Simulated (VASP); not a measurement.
# SiC (P6_3mc) in VASP: notebook, part 2 of 2

VASP 6.6.1. Earlier steps stand in the parts before.

**3. Single point, PBE**

File INCAR:

```
SYSTEM = SiC
PREC     = Accurate       ! precision mode
ENCUT    = 520            ! plane-wave cutoff, eV
EDIFF    = 1E-6           ! SCF threshold, eV
ISMEAR   = 0              ! smearing method
SIGMA    = 0.02           ! smearing width, eV
LREAL    = .False.        ! projectors in reciprocal space
LASPH    = .True.         ! aspherical terms in the spheres
NELM     = 100            ! most SCF steps
ALGO     = Normal         ! electronic algorithm
ISIF     = 2              ! what is computed and relaxed
LWAVE    = .False.        ! write WAVECAR
LCHARG   = .True.         ! write CHGCAR
GGA      = PE             ! functional
LELF     = .True.         ! ELF
LVHAR    = .True.       
NBANDS   = 16             ! bands
```

File KPOINTS:

```
Automatic mesh
0
Gamma
  12 12 6
  0 0 0
```

File POSCAR:

```
SiC
1.0
    3.0919365178      0.0000000000      0.0000000000
   -1.5459682589      2.6776955713      0.0000000000
    0.0000000000      0.0000000000      4.8713205974
Si C
2 2
Direct
    0.3333333333      0.6666666667      0.4969018196
    0.6666666667      0.3333333333      0.9969018196
    0.3333333333      0.6666666667      0.8780981804
    0.6666666667      0.3333333333      0.3780981804
```

Potentials or basis: VASP PAW PBE potentials, release 64 (Si, C).

Command:

```console
$ cat potpaw_PBE.64/Si/POTCAR potpaw_PBE.64/C/POTCAR > POTCAR
$ mpirun -np 1 vasp_std > vasp.out
```

OUTCAR:

```text
SYSTEM = SiC
   PREC = Accurate
   ENCUT = 520
   EDIFF = 1E-6
   ISMEAR = 0
   LREAL = .False.
   LASPH = .True.
   NELM = 100
   ISIF = 2
   GGA = PE

 ion  position               nearest neighbor table
   1  0.333  0.667  0.497-   3 1.86   4 1.88   4 1.88   4 1.88   2 3.02   2 3.02   2 3.02   2 3.02
                             2 3.02   2 3.02
   2  0.667  0.333  0.997-   4 1.86   3 1.88   3 1.88   3 1.88   1 3.02   1 3.02   1 3.02   1 3.02
                             1 3.02   1 3.02
   3  0.333  0.667  0.878-   1 1.86   2 1.88   2 1.88   2 1.88
   4  0.667  0.333  0.378-   2 1.86   1 1.88   1 1.88   1 1.88

  LATTYP: Found a hexagonal cell.
 ALAT       =     3.0919365178
 C/A-ratio  =     1.5754917895

  Lattice vectors:

 A1 = (   3.0919365178,   0.0000000000,   0.0000000000)
 A2 = (  -1.5459682589,   2.6776955713,   0.0000000000)
 A3 = (   0.0000000000,   0.0000000000,   4.8713205974)

Analysis of symmetry for initial positions (statically):
=====================================================================
 Subroutine PRICEL returns:
 Original cell was already a primitive cell.

 Routine SETGRP: Setting up the symmetry group for a
 hexagonal supercell.

 Subroutine GETGRP returns: Found 12 space group operations
 (whereof  6 operations were pure point group operations)
 out of a pool of 24 trial point group operations.

The static configuration has the point symmetry C_3v.
 The point group associated with its full space group is C_6v.

Analysis of symmetry for dynamics (positions and initial velocities):
=====================================================================
 Subroutine PRICEL returns:
 Original cell was already a primitive cell.

 Routine SETGRP: Setting up the symmetry group for a
 hexagonal supercell.

 Subroutine GETGRP returns: Found 12 space group operations
 (whereof  6 operations were pure point group operations)
 out of a pool of 24 trial point group operations.

The dynamic configuration has the point symmetry C_3v.
 The point group associated with its full space group is C_6v.

 Subroutine INISYM returns: Found 12 space group operations
 (whereof  6 operations are pure point group operations),
 and found     1 'primitive' translations

----------------------------------------------------------------------------------------

                                     Primitive cell

  volume of cell :      40.3310

  direct lattice vectors                    reciprocal lattice vectors
     3.091936518  0.000000000  0.000000000     0.323421905  0.186727724  0.000000000
    -1.545968259  2.677695571  0.000000000     0.000000000  0.373455448  0.000000000
     0.000000000  0.000000000  4.871320597     0.000000000  0.000000000  0.205283142

  length of vectors
     3.091936518  3.091936518  4.871320597     0.373455448  0.373455448  0.205283142

  position of ions in fractional coordinates (direct lattice)
     0.333333333  0.666666667  0.496901820
     0.666666667  0.333333333  0.996901820
     0.333333333  0.666666667  0.878098180
     0.666666667  0.333333333  0.378098180

  ion indices of the primitive-cell ions
   primitive index   ion index
                 1           1
                 2           2
                 3           3
                 4           4

----------------------------------------------------------------------------------------

[... 23 lines left out ...]

 Following reciprocal coordinates:
            Coordinates               Weight
  0.000000  0.000000  0.000000      1.000000
  0.083333  0.000000  0.000000      6.000000
  0.166667  0.000000  0.000000      6.000000
  0.250000  0.000000  0.000000      6.000000
  0.333333  0.000000  0.000000      6.000000
  0.416667  0.000000  0.000000      6.000000
[... 16 lines left out ...]
  0.250000  0.000000  0.166667     12.000000
  0.333333  0.000000  0.166667     12.000000
 [... further k-points ...]
   k-points           NKPTS =     76   k-points in BZ     NKDIM =     76   number of bands    NBANDS=     16
   number of dos      NEDOS =    301   number of ions     NIONS =      4
   total plane-waves  NPLWV =  20736
   dimension x,y,z NGX =    24 NGY =   24 NGZ =   36
   dimension x,y,z NGXF=    48 NGYF=   48 NGZF=   72
   ions per type =               2   2
   NGX,Y,Z   is equivalent  to a cutoff of  12.90, 12.90, 12.29 a.u.
   NGXF,Y,Z  is equivalent  to a cutoff of  25.81, 25.81, 24.57 a.u.
 SYSTEM =  SiC
   PREC   = accura    normal or accurate (medium, high low for compatibility)
   ISTART =      0    job   : 0-new  1-cont  2-samecut
   ICHARG =      2    charge: 1-file 2-atom 10-const
   ISPIN  =      1    spin polarized calculation?
   LNONCOLLINEAR =      F non collinear calculations
   LSORBIT =      F    spin-orbit coupling
   LASPH  =      T    aspherical Exc in radial PAW
   ENCUT  =  520.0 eV  38.22 Ry    6.18 a.u.   5.75  5.75  9.06*2*pi/ulx,y,z
   NELM   =    100;   NELMIN=  2; NELMDL= -5     # of ELM steps
   EDIFF  = 0.1E-05   stopping-criterion for ELM
   LREAL  =      F    real-space projection
   EDIFFG = 0.1E-04   stopping-criterion for IOM
   NSW    =      0    number of steps for IOM
   IBRION =     -1    ionic relax: 0-MD 1-quasi-New 2-CG
   NFREE  =      0    steps in history (QN), initial steepest desc. (CG)
   ISIF   =      2    stress and relaxation
   ISYM   =      2    0-nonsym 1-usesym 2-fastsym
   POTIM  = 0.5000    time-step for ionic-motion
   TEBEG  =    0.0;   TEEND  =   0.0 temperature during run
   PSTRESS=    0.0 pullay stress
   NELECT =      16.0000    total number of electrons
   NUPDOWN=      -1.0000    fix difference up-down
   EMIN   =  10.00;   EMAX   =-10.00  energy-range for DOS
   EFERMI =   0.00;   METHOD = LEGACY
   ISMEAR =     0;   SIGMA  =   0.02  broadening in eV -4-tet -1-fermi 0-gaus
   EFERMI_NEDOS =   21; number of points for ismear=-14 and -15
   IALGO  =     38    algorithm
   IMIX   =      4    mixing-type and parameters
     AMIX     =   0.40;   BMIX     =  1.00
     AMIX_MAG =   1.60;   BMIX_MAG =  1.00
  volume/ion in A,a.u.               =      10.08        68.04
  Fermi-wavevector in a.u.,A,eV,Ry     =   1.202916  2.273182 19.687727  1.447007
  Thomas-Fermi vector in A             =   2.338684
   LORBIT       =      0    0 simple, 1 ext, 2 COOP (PROOUT), +10 PAW based schemes
   GGA     = PE    functional components
   LHFCALC =     F    Hartree Fock is set to
   AEXX    =    0.0000 exact exchange contribution
   IVDW    =     0    specifies the selected vdW correction
   LEPSILON=     F    determine dielectric tensor
   LRPA    =     F    only Hartree local field effects (RPA)
 non-spin polarized calculation
 Gauss-broadening in eV      SIGMA  =   0.02
  energy-cutoff  :      520.00
  volume of cell :       40.33
 maximum number of plane-waves:      1100
 NGX is ok and might be reduce to    24
   NGX = 11   NGY = 11   NGZ = 19

 number of electron      16.0000001 magnetization

 Free energy of the ion-electron system (eV)
  ---------------------------------------------------
  ext. energy  EPLUGINS =         0.00000000
  ---------------------------------------------------
  free energy    TOTEN  =       -29.99272302 eV

  energy without entropy =      -29.99272302  energy(sigma->0) =      -29.99272302

 E-fermi :   8.9159     XC(G=0): -11.4572

 val. band max:        8.7415364407   @ k =   0.0000   0.0000   0.0000
 cond. band min:      11.0076795506   @ k =   0.3333   0.3333   0.0000
 fundamental gap:      2.2661431099
 Fermi energy:         8.9159237898

 k-point     1 :       0.0000    0.0000    0.0000
  band No.  band energies     occupation
      1      -7.2268      2.00000
      2      -3.2515      2.00000
      3      -0.1375      2.00000
      4       6.9219      2.00000
      5       6.9219      2.00000
      6       8.4464      2.00000
[... 433 lines left out ...]
      3       1.0840      2.00000
      4       2.9112      2.00000
      5       3.7734      2.00000
      6       5.4101      2.00000
[... 8 lines left out ...]
     15      20.4142      0.00000
     16      20.5686      0.00000

 [... further k-points ...]
[... 5 lines left out ...]
  --------------------------------------------------------------------------------------
  -------------------------------------------------------------------------------------
  Total        0.6377977      0.6377977      5.7548360      0.0000000      0.0000000      0.0000000
  in kB       25.3369905     25.3369905    228.6151750      0.0000000      0.0000000      0.0000000
  external PRESSURE =      93.0963853 kB  Pullay stress =       0.0000000 kB

 VOLUME and BASIS-vectors are now :
 -----------------------------------------------------------------------------
  energy-cutoff  :      520.00
  volume of cell :       40.33
      direct lattice vectors                 reciprocal lattice vectors
     3.091936518  0.000000000  0.000000000     0.323421905  0.186727724  0.000000000
    -1.545968259  2.677695571  0.000000000     0.000000000  0.373455448  0.000000000
     0.000000000  0.000000000  4.871320597     0.000000000  0.000000000  0.205283142

 POSITION                                       TOTAL-FORCE (eV/Angst)
 -----------------------------------------------------------------------------------
     -0.00000      1.78513      2.42057         0.000000     -0.000000     -0.004513
      1.54597      0.89257      4.85623        -0.000000      0.000000     -0.004513
     -0.00000      1.78513      4.27750         0.000000     -0.000000      0.004513
      1.54597      0.89257      1.84184         0.000000      0.000000      0.004513
 -----------------------------------------------------------------------------------
    total drift:                                0.000000      0.000000     -0.000115

  FREE ENERGIE OF THE ION-ELECTRON SYSTEM (eV)
  ---------------------------------------------------
  free  energy   TOTEN  =       -29.9927230249 eV

  energy  without entropy=      -29.9927230249  energy(sigma->0) =      -29.99272302
```

It took 1.7 min on 1 thread of AMD EPYC 7R13, shared host; peak memory 0.14 GiB.

Results:

| Item | Value |
| --- | --- |
| Free energy | -29.9927 eV |
| Pressure | 9.3 GPa |
| Largest force | 0.005 eV/Å |
| Band gap on the k mesh | 2.27 eV, indirect (least direct gap 3.68 eV) |

Forces in eV/Å, atoms in the order of the input:
```
Si   0.000  0.000 -0.005
Si   0.000  0.000 -0.005
C    0.000  0.000  0.005
C    0.000  0.000  0.005
```

Stress tensor (GPa, compression positive):
```
 2.53  0.00  0.00
 0.00  2.53  0.00
 0.00  0.00 22.86
```

A k mesh can miss the band edges. A hybrid or GW would open this gap; PBE tends to underestimate it.

**4. Single point, PBE (strain along c alone, the other axes held: -2.0 %, then relaxed in part)**

File INCAR:

```
  PREC = Accurate
  ENCUT = 520
  EDIFF = 1E-6
  ISMEAR = 0
  SIGMA = 0.02
  LREAL = F
  LASPH = T
  NELM = 60
  ALGO = Normal
  ISIF = 2
  LWAVE = F
  LCHARG = F
  GGA = PE
  NBANDS = 16
```

File KPOINTS:

```
Automatic mesh
0
Gamma
  12 12 6
```

File POSCAR:

```
SiC
1.0
    3.0919365178      0.0000000000      0.0000000000
   -1.5459682589      2.6776955713      0.0000000000
    0.0000000000      0.0000000000      4.9728064432
Si C
2 2
Direct
    0.3333333333      0.6666666667      0.4984255068
    0.6666666667      0.3333333333      0.9984255068
    0.3333333333      0.6666666667      0.8765744932
    0.6666666667      0.3333333333      0.3765744932
```

Potentials or basis: VASP PAW PBE potentials, release 64 (Si, C).

Command:

```console
$ cat potpaw_PBE.64/Si/POTCAR potpaw_PBE.64/C/POTCAR > POTCAR
$ mpirun -np 1 vasp_std > vasp.out
```

OUTCAR:

```text
PREC = Accurate
   ENCUT = 520
   EDIFF = 1E-6
   ISMEAR = 0
   LREAL = F
   LASPH = T
   NELM = 60
   ISIF = 2
   GGA = PE

 ion  position               nearest neighbor table
   1  0.333  0.667  0.498-   3 1.88   4 1.89   4 1.89   4 1.89   2 3.06   2 3.06   2 3.06   2 3.06
                             2 3.06   2 3.06
   2  0.667  0.333  0.998-   4 1.88   3 1.89   3 1.89   3 1.89   1 3.06   1 3.06   1 3.06   1 3.06
                             1 3.06   1 3.06
   3  0.333  0.667  0.877-   1 1.88   2 1.89   2 1.89   2 1.89
   4  0.667  0.333  0.377-   2 1.88   1 1.89   1 1.89   1 1.89

[... 653 lines left out ...]

 [... further k-points ...]
[... 5 lines left out ...]
  --------------------------------------------------------------------------------------
  -------------------------------------------------------------------------------------
  Total        0.2750153      0.2750153      2.8399248      0.0000000      0.0000000      0.0000000
  in kB       10.7022266     10.7022266    110.5157290      0.0000000      0.0000000      0.0000000
  external PRESSURE =      43.9733941 kB  Pullay stress =       0.0000000 kB

 VOLUME and BASIS-vectors are now :
 -----------------------------------------------------------------------------
  energy-cutoff  :      520.00
  volume of cell :       41.17
      direct lattice vectors                 reciprocal lattice vectors
     3.091936518  0.000000000  0.000000000     0.323421905  0.186727724  0.000000000
    -1.545968259  2.677695571  0.000000000     0.000000000  0.373455448  0.000000000
     0.000000000  0.000000000  4.972806443     0.000000000  0.000000000  0.201093691

 POSITION                                       TOTAL-FORCE (eV/Angst)
 -----------------------------------------------------------------------------------
     -0.00000      1.78513      2.47857         0.000000     -0.000000     -0.002687
      1.54597      0.89257      4.96498        -0.000000      0.000000     -0.002687
     -0.00000      1.78513      4.35904         0.000000     -0.000000      0.002687
      1.54597      0.89257      1.87263        -0.000000      0.000000      0.002687
 -----------------------------------------------------------------------------------
    total drift:                               -0.000000     -0.000000     -0.000059

  FREE ENERGIE OF THE ION-ELECTRON SYSTEM (eV)
  ---------------------------------------------------
  free  energy   TOTEN  =       -30.0815261222 eV

  energy  without entropy=      -30.0815261222  energy(sigma->0) =      -30.08152612
```

OSZICAR:

```text
N       E                     dE             d eps       ncg     rms          rms(c)
DAV:   1     0.252590131104E+02    0.25259E+02   -0.70991E+03  2432   0.894E+02
DAV:   2    -0.313359189172E+02   -0.56595E+02   -0.51853E+02  3448   0.158E+02
DAV:   3    -0.338225729407E+02   -0.24867E+01   -0.24767E+01  3192   0.306E+01
DAV:   4    -0.338407476960E+02   -0.18175E-01   -0.18171E-01  3016   0.321E+00
DAV:   5    -0.338409266221E+02   -0.17893E-03   -0.17892E-03  3200   0.301E-01    0.126E+01
DAV:   6    -0.301743037226E+02    0.36666E+01   -0.65449E+00  3072   0.157E+01    0.567E+00
DAV:   7    -0.300994429037E+02    0.74861E-01   -0.11307E+00  3472   0.621E+00    0.249E+00
DAV:   8    -0.300827394725E+02    0.16703E-01   -0.47834E-02  2776   0.140E+00    0.627E-01
DAV:   9    -0.300811746475E+02    0.15648E-02   -0.76374E-03  3112   0.592E-01    0.123E-01
DAV:  10    -0.300814977813E+02   -0.32313E-03   -0.10308E-03  2984   0.185E-01    0.575E-02
DAV:  11    -0.300815244341E+02   -0.26653E-04   -0.97676E-05  2800   0.700E-02    0.135E-02
DAV:  12    -0.300815255599E+02   -0.11258E-05   -0.67476E-06  3120   0.164E-02    0.380E-03
DAV:  13    -0.300815261222E+02   -0.56229E-06   -0.43718E-07  2064   0.445E-03
   1 F= -.30081526E+02 E0= -.30081526E+02  d E =-.547565E-17
```

stdout:

```text
POSCAR found type information on POSCAR SiC
 POSCAR found :  2 types and       4 ions
 scaLAPACK will be used
 LDA part: xc-table for (Slater+PW92), standard interpolation
 POSCAR, INCAR and KPOINTS ok, starting setup
 FFT: planning ... GRIDC
 FFT: planning ... GRID_SOFT
 FFT: planning ... GRID
 WAVECAR not read
 entering main loop
```

Wall time 1.8 min (1 thread of AMD EPYC 7R13, shared host); peak memory 0.15 GiB.

What came out:

```
Free energy            : -30.0815 eV
Pressure               : 4.4 GPa
Band gap on the k mesh : 2.34 eV, indirect (least direct gap 3.82 eV)
```

Forces on the atoms (eV/Å):
```
Si   0.000  0.000 -0.003
Si   0.000  0.000 -0.003
C    0.000  0.000  0.003
C    0.000  0.000  0.003
```

Stress tensor (GPa, compression positive):
```
 1.07  0.00  0.00
 0.00  1.07  0.00
 0.00  0.00 11.05
```

Caveat: the cell differs from its parent crystal (strain along c alone, the other axes held: -2.0 %, then relaxed in part). A k mesh can miss the band edges.

**5. Single point, PBE**

This run uses another cell than the first one, of 10.29 Å³/atom, 1.021 times its volume.

File INCAR:

```
SYSTEM = SiC
  ALGO = Normal
  EDIFF = 1E-6
  ENCUT = 520
  GGA = PE
  ISIF = 2
  ISMEAR = 0
  LASPH = .True.
  LCHARG = .False.
  LREAL = .False.
  LWAVE = .False.
  NBANDS = 16
  NELM = 80
  PREC = Accurate
  SIGMA = 0.02
```

File KPOINTS:

```
k-points
0
Gamma
  12 12 6
  0 0 0
```

POSCAR is that of step 4.

Command:

```console
$ cat potpaw_PBE.64/Si/POTCAR potpaw_PBE.64/C/POTCAR > POTCAR
$ mpirun -np 1 vasp_std > vasp.out
```

Wall time 1.8 min (1 thread of AMD EPYC 7R13, shared host); peak memory 0.15 GiB.

Results (log left out):

```yaml
Free_energy: -30.0815 eV
Pressure: 4.4 GPa
Band_gap_on_the_k_mesh: 2.34 eV, indirect (least direct gap 3.82 eV)
```

Forces on the atoms (eV/Å):
```
Si   0.000  0.000 -0.003
Si   0.000  0.000 -0.003
C    0.000  0.000  0.003
C    0.000  0.000  0.003
```

Stress tensor (GPa, compression positive):
```
 1.07  0.00  0.00
 0.00  1.07  0.00
 0.00  0.00 11.05
```

Levels at points of the mesh, in eV from the valence-band top:
| k point | band 6 | band 7 | band 8 | band 9 | band 10 | band 11 |
| --- | --- | --- | --- | --- | --- | --- |
| (0.00, 0.00, 0.00) | -0.08 | -0.08 | 0.00 | 4.48 | 6.46 | 6.49 |
| (0.50, 0.00, 0.00) | -3.48 | -3.31 | -1.22 | 2.59 | 4.35 | 6.87 |
| (0.00, 0.00, 0.50) | -0.85 | -0.85 | -0.85 | 5.66 | 5.66 | 7.19 |
| (0.50, 0.00, 0.50) | -2.56 | -2.25 | -2.25 | 3.32 | 3.32 | 5.31 |

A k mesh can miss the band edges.
